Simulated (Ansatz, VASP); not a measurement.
# ScIn3As2 in VASP and in Ansatz

```
Sc In As
1.0
     2.65235   -5.88846    0.00000
     2.65235    5.88846    0.00000
     0.00000    0.00000    4.14575
Sc In As
1 3 2
Direct
  0.00000 0.00000 0.00000
  0.14783 0.85217 0.50000
  0.85217 0.14783 0.50000
  0.50000 0.50000 0.00000
  0.65626 0.34374 0.50000
  0.34374 0.65626 0.50000
```

Change from the starting cell: species swapped into the Li2BiO3 type (Cmmm, No. 65).

Alike in both runs: task single point; functional PBE; k mesh 4 × 4 × 4; occupations gaussian, width 0.1 eV; no spin polarisation.

|  | VASP | Ansatz |
| --- | --- | --- |
| version | VASP 6.6.1 | Ansatz 0.2.0 |
| potentials or method | VASP PAW PBE potentials, release 64 (Sc_sv, In_d, As), cutoff 520 eV | scalar-relativistic, plane waves, PAW |
| valence electrons in the cell | 60 | 80 |

|  | VASP | Ansatz | Ansatz less VASP |
| --- | --- | --- | --- |
| gap on the k mesh at the Fermi level (eV) | none | none | - |
| pressure (GPa) | 26.2 | 26.0 | -0.14 |
| traceless stress, the component that is largest in VASP (GPa) | -12.88 | -12.83 | +0.049 |
| rms of the force components (eV/Å) | 1.528 | 1.522 | -0.0057 |

Atom by atom the forces differ by 0.006 eV/Å (rms over components). A gap of «none» marks a metal or a gap that the smearing closes. VASP's potentials hold 60 valence electrons a cell and Ansatz's 80, so a difference there can come from the potentials and not from the codes.

The k mesh is coarse, so the values compare programs but aren't converged.
